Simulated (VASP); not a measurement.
Set up this calculation in VASP 6.6.1, as the native input.

| Property | Result |
| --- | --- |
| Task | single point |
| Functional | PBE |
| Potentials or basis | VASP PAW PBE potentials, release 64 (In_d, As) |
| Cutoff | 400 eV |
| k mesh | 12 × 12 × 12 |
| Occupations | gaussian, width 0.1 eV |
| Spin | no spin polarisation |
| Dipole correction | no |
| k mesh for the DOS | 18 × 18 × 18 |
| Occupations for the DOS | tetrahedron |
| Further INCAR settings | ALGO = Normal; EDIFF = 1e-06; NBANDS = 16 |

Crystal: InAs.

```
In As
1.0
     0.00000    3.09323    3.09323
     3.09323    0.00000    3.09323
     3.09323    3.09323    0.00000
In As
1 1
Direct
  0.00000 0.00000 0.00000
  0.25000 0.25000 0.25000
```

These files were run (other wordings do the same):

POSCAR

```
InAs
1.0
    0.0000000000      3.0932299442      3.0932299442
    3.0932299442      0.0000000000      3.0932299442
    3.0932299442      3.0932299442      0.0000000000
In As
1 1
Direct
    0.0000000000      0.0000000000      0.0000000000
    0.2500000000      0.2500000000      0.2500000000
```

INCAR.step1

```
SYSTEM = InAs
ALGO = Normal
EDIFF = 1E-6
ENCUT = 400
GGA = PE
GGA_COMPAT = .False.
ISIF = 2
ISMEAR = 0
LASPH = .True.
LCHARG = .True.
LORBIT = 11
LREAL = .False.
LWAVE = .False.
NBANDS = 16
NEDOS = 2001
NELM = 120
PREC = Accurate
SIGMA = 0.1
```

KPOINTS.step1

```
k-points
0
Gamma
  12 12 12
  0 0 0
```

INCAR.step2

```
SYSTEM = InAs
ALGO = Normal
EDIFF = 1E-6
ENCUT = 400
GGA = PE
GGA_COMPAT = .False.
ICHARG = 11
ISIF = 2
ISMEAR = -5
LASPH = .True.
LCHARG = .False.
LORBIT = 10
LREAL = .False.
LWAVE = .False.
NBANDS = 16
NEDOS = 2001
NELM = 120
PREC = Accurate
SIGMA = 0.1
```

KPOINTS.step2

```
k-points
0
Gamma
  18 18 18
  0 0 0
```

Potentials or basis: VASP PAW PBE potentials, release 64 (In_d, As).

Launch:

```console
$ cat potpaw_PBE.64/In_d/POTCAR potpaw_PBE.64/As/POTCAR > POTCAR
$ cp INCAR.step1 INCAR
$ cp KPOINTS.step1 KPOINTS
$ mpirun -np 1 vasp_std > vasp.out
$ cp INCAR.step2 INCAR
$ cp KPOINTS.step2 KPOINTS
$ mpirun -np 1 vasp_std > vasp.out
```

Results of the run:

| Property | Result |
| --- | --- |
| Valence electrons inside the program's atomic spheres | In 11.40; As 2.77 |

It took 3.6 min on 1 thread of AMD EPYC 7R13, with other jobs on the host, peak memory 0.26 GiB.
